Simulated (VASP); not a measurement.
# Cu3O2 (I4/mmm) in VASP: further runs, part 3 of 3

VASP 6.6.1. The steps go on from the part before.

### Step 4. Single point, LDA

This run uses another cell than the first one, of 10.71 Å³/atom, 1.011 times its volume.

INCAR reads:

```
PREC     = Accurate       # precision mode
ENCUT    = 520            # plane-wave cutoff, eV
EDIFF    = 1E-6           # SCF threshold, eV
ISMEAR   = 0              # smearing method
SIGMA    = 0.15           # smearing width, eV
LREAL    = False          # projectors in reciprocal space
LASPH    = True           # aspherical terms in the spheres
NELM     = 60             # most SCF steps
ALGO     = Normal         # electronic algorithm
ISIF     = 2              # what is computed and relaxed
LWAVE    = False          # write WAVECAR
LCHARG   = False          # write CHGCAR
NBANDS   = 30             # bands
```

KPOINTS reads:

```
Automatic mesh
0
Gamma
  14 14 14
```

POSCAR reads:

```
Cu3O2
1.0
   -2.0136500000      2.0136500000      3.3014000000
    2.0136500000     -2.0136500000      3.3014000000
    2.0136500000      2.0136500000     -3.3014000000
Cu O
3 2
Direct
    0.2500000000      0.7500000000      0.5000000000
    0.7500000000      0.2500000000      0.5000000000
    0.0000000000      0.0000000000      0.0000000000
    0.0000000000      0.5000000000      0.5000000000
    0.5000000000      0.0000000000      0.5000000000
```

Potentials or basis: VASP PAW LDA potentials, release 64 (Cu, O).

Started as:

```sh
> cat potpaw_LDA.64/Cu/POTCAR potpaw_LDA.64/O/POTCAR > POTCAR
> mpirun -np 1 vasp_std > vasp.out
```

OUTCAR:

```text
PREC = Accurate
   ENCUT = 520
   EDIFF = 1E-6
   ISMEAR = 0
   LREAL = False
   LASPH = True
   NELM = 60
   ISIF = 2

 ion  position               nearest neighbor table
   1  0.250  0.750  0.500-   4 1.65   5 1.65   3 2.60   3 2.60   3 2.60   3 2.60
   2  0.750  0.250  0.500-   4 1.65   5 1.65   3 2.60   3 2.60   3 2.60   3 2.60
   3  0.000  0.000  0.000-   4 2.01   5 2.01   4 2.01   5 2.01   2 2.60   1 2.60   1 2.60   2 2.60
                             2 2.60   1 2.60   1 2.60   2 2.60
   4  0.000  0.500  0.500-   1 1.65   2 1.65   3 2.01   3 2.01
   5  0.500  0.000  0.500-   1 1.65   2 1.65   3 2.01   3 2.01

  LATTYP: Found a body centered tetragonal cell.
 ALAT       =     4.0273000000
 C/A-ratio  =     1.6395103419

  Lattice vectors:

 A1 = (  -2.0136500000,   2.0136500000,   3.3014000000)
 A2 = (   2.0136500000,  -2.0136500000,   3.3014000000)
 A3 = (   2.0136500000,   2.0136500000,  -3.3014000000)

Analysis of symmetry for initial positions (statically):
=====================================================================
 Subroutine PRICEL returns:
 Original cell was already a primitive cell.

 Routine SETGRP: Setting up the symmetry group for a
 body centered tetragonal supercell.

[... 168 lines left out ...]
  free energy    TOTEN  =       -26.31875888 eV

  energy without entropy =      -26.29053871  energy(sigma->0) =      -26.30464879

 E-fermi :   5.6283     XC(G=0): -12.2343

 val. band max:        5.6207237012   @ k =  -0.2857  -0.3571   0.0714
 cond. band min:       5.6300646316   @ k =  -0.2143   0.5000   0.0714
 fundamental gap:      0.0093409304
 Fermi energy:         5.6282931912

 k-point     1 :       0.0000    0.0000    0.0000
  band No.  band energies     occupation
      1     -14.8486      2.00000
      2     -13.1252      2.00000
      3      -3.2557      2.00000
      4      -1.5679      2.00000
      5      -1.5679      2.00000
      6      -0.2044      2.00000
[... 781 lines left out ...]
     29      15.6925      0.00000
     30      17.3243      0.00000

 [... further k-points ...]
[... 5 lines left out ...]
  --------------------------------------------------------------------------------------
  -------------------------------------------------------------------------------------
  Total        0.6602799      0.6602799     24.1229467      0.0000000     -0.0000000      0.0000000
  in kB       19.7566166     19.7566166    721.7965943      0.0000000     -0.0000000      0.0000000
  external PRESSURE =     253.7699425 kB  Pullay stress =       0.0000000 kB

 VOLUME and BASIS-vectors are now :
 -----------------------------------------------------------------------------
  energy-cutoff  :      520.00
  volume of cell :       53.55
      direct lattice vectors                 reciprocal lattice vectors
    -2.013650000  2.013650000  3.301400000     0.000000000  0.248305316  0.151450900
     2.013650000 -2.013650000  3.301400000     0.248305316  0.000000000  0.151450900
     2.013650000  2.013650000 -3.301400000     0.248305316  0.248305316  0.000000000

 POSITION                                       TOTAL-FORCE (eV/Angst)
 -----------------------------------------------------------------------------------
      2.01365      0.00000      1.65070         0.000000     -0.000000     -0.000000
      0.00000      2.01365      1.65070        -0.000000      0.000000      0.000000
      0.00000      0.00000      0.00000         0.000000      0.000000      0.000000
      2.01365      0.00000      0.00000         0.000000      0.000000      0.000000
      0.00000      2.01365      0.00000         0.000000      0.000000      0.000000
 -----------------------------------------------------------------------------------
    total drift:                               -0.000000     -0.000000      0.000000

  FREE ENERGIE OF THE ION-ELECTRON SYSTEM (eV)
  ---------------------------------------------------
  free  energy   TOTEN  =       -26.3187588787 eV

  energy  without entropy=      -26.2905387104  energy(sigma->0) =      -26.30464879
```

OSZICAR:

```text
N       E                     dE             d eps       ncg     rms          rms(c)
DAV:   1     0.439804367299E+03    0.43980E+03   -0.20955E+04 15518   0.247E+03
DAV:   2     0.354897068039E+02   -0.40431E+03   -0.37924E+03 14822   0.455E+02
DAV:   3    -0.302874168771E+02   -0.65777E+02   -0.62772E+02 18404   0.210E+02
DAV:   4    -0.335844952990E+02   -0.32971E+01   -0.32700E+01 20638   0.534E+01
DAV:   5    -0.336227285875E+02   -0.38233E-01   -0.38219E-01 20286   0.607E+00    0.197E+01
DAV:   6    -0.292378512910E+02    0.43849E+01   -0.50733E+01 20804   0.175E+02    0.115E+01
DAV:   7    -0.263141478893E+02    0.29237E+01   -0.13393E+01 18848   0.126E+02    0.373E+00
DAV:   8    -0.264148285984E+02   -0.10068E+00   -0.25224E+00 21912   0.315E+01    0.222E+00
DAV:   9    -0.263644000976E+02    0.50429E-01   -0.25853E-01 22798   0.156E+01    0.166E+00
DAV:  10    -0.263213280861E+02    0.43072E-01   -0.59123E-02 26316   0.100E+01    0.411E-01
DAV:  11    -0.263193739921E+02    0.19541E-02   -0.13244E-02 23128   0.210E+00    0.215E-01
DAV:  12    -0.263187922825E+02    0.58171E-03   -0.32933E-03 22814   0.672E-01    0.484E-02
DAV:  13    -0.263187783039E+02    0.13979E-04   -0.29787E-04 20866   0.278E-01    0.393E-02
DAV:  14    -0.263187595332E+02    0.18771E-04   -0.66907E-05 21798   0.977E-02    0.887E-03
DAV:  15    -0.263187589027E+02    0.63043E-06   -0.12810E-05 21374   0.526E-02    0.185E-03
DAV:  16    -0.263187588787E+02    0.24009E-07   -0.34459E-07  8946   0.141E-02
   1 F= -.26318759E+02 E0= -.26304649E+02  d E =-.282202E-01
```

Run time: 5.4 min. Hardware: 1 thread of Intel Xeon Platinum 8375C at 2.90GHz (Ice Lake), shared host; peak memory 0.39 GiB.

What came out:

- Free energy: -26.3188 eV
- Pressure: 25.4 GPa

Caveat: an odd number of electrons without spin polarisation forces a metal; a magnetic or distorted state may lie lower. With open d or f shells a metallic result of LDA can be an artefact of self-interaction; +U or a hybrid may open a gap.

### Step 5. Single point, LDA

This run uses another cell than the first one, of 10.75 Å³/atom, 1.015 times its volume.

INCAR reads:

```
SYSTEM = Cu3O2
  PREC = Accurate
  ENCUT = 520
  EDIFF = 1E-6
  ISMEAR = 0
  SIGMA = 0.15
  LREAL = .FALSE.
  LASPH = .TRUE.
  NELM = 100
  ALGO = Normal
  ISIF = 2
  LWAVE = .FALSE.
  LCHARG = .TRUE.
  GGA = CA
  LELF = .TRUE.
  LVHAR = .TRUE.
  NBANDS = 30
```

KPOINTS reads:

```
Automatic mesh
0
G
  14 14 14
  0 0 0
```

POSCAR: that of step 4 with these lines changed.

```diff
@@ -2,5 +2,5 @@
 1.0
-   -2.0136500000      2.0136500000      3.3014000000
-    2.0136500000     -2.0136500000      3.3014000000
-    2.0136500000      2.0136500000     -3.3014000000
+   -1.9354500000      1.9354500000      3.5884925292
+    1.9354500000     -1.9354500000      3.5884925292
+    1.9354500000      1.9354500000     -3.5884925292
 Cu O
```

Started as:

```sh
> cat potpaw_LDA.64/Cu/POTCAR potpaw_LDA.64/O/POTCAR > POTCAR
> mpirun -np 1 vasp_std > vasp.out
```

Run time: 11 min. Hardware: 1 thread of Intel Xeon Platinum 8375C at 2.90GHz (Ice Lake), shared host; peak memory 0.41 GiB.

It converged, with:

- Free energy: -27.2274 eV
- Pressure: 4.1 GPa

Stress tensor (GPa, compression positive):
```
3.67 0.00 0.00
0.00 3.67 0.00
0.00 0.00 4.84
```

Levels at points of the mesh, in eV from the Fermi level:
```csv
k point,band 20,band 21,band 22,band 23,band 24,band 25,band 26,band 27
"(0.00, 0.00, 0.00)",-1.67,-1.02,-1.02,0.43,0.63,5.18,5.18,7.37
"(0.50, 0.00, 0.00)",-1.50,-1.12,-0.68,-0.22,2.87,3.39,8.46,8.68
"(0.50, 0.50, 0.00)",-0.62,-0.53,-0.26,0.05,1.51,3.65,3.99,8.07
"(0.50, 0.50, 0.50)",-1.68,-1.41,-0.45,-0.45,3.84,4.86,6.45,6.45
```

Caveat: an odd number of electrons without spin polarisation forces a metal; a magnetic or distorted state may lie lower. With open d or f shells a metallic result of LDA can be an artefact of self-interaction; +U or a hybrid may open a gap.

### Step 6. The runs side by side

```csv
cell,gap on the mesh (eV),pressure (GPa)
"a = 4.397 Å, angles 126.6, 126.6, 78.8°, 5 atoms",none,17.9
"a = 4.455 Å, angles 127.9, 127.9, 76.7°, 5 atoms",none,10.0
"a = 4.360 Å, angles 125.0, 125.0, 81.6°, 5 atoms",none,25.4
"a = 4.513 Å, angles 129.2, 129.2, 74.7°, 5 atoms",none,4.1
```

Alike in all rows: task single point; level LDA; potentials or basis VASP PAW LDA potentials, release 64 (Cu, O); no spin polarisation; k mesh 14 × 14 × 14; cutoff (eV) 520; smearing gaussian 0.15 eV.

Caveats: an odd number of electrons without spin polarisation forces a metal; a magnetic or distorted state may lie lower.

Total energies depend on the potentials used, so only differences within one code and one set of settings carry meaning.
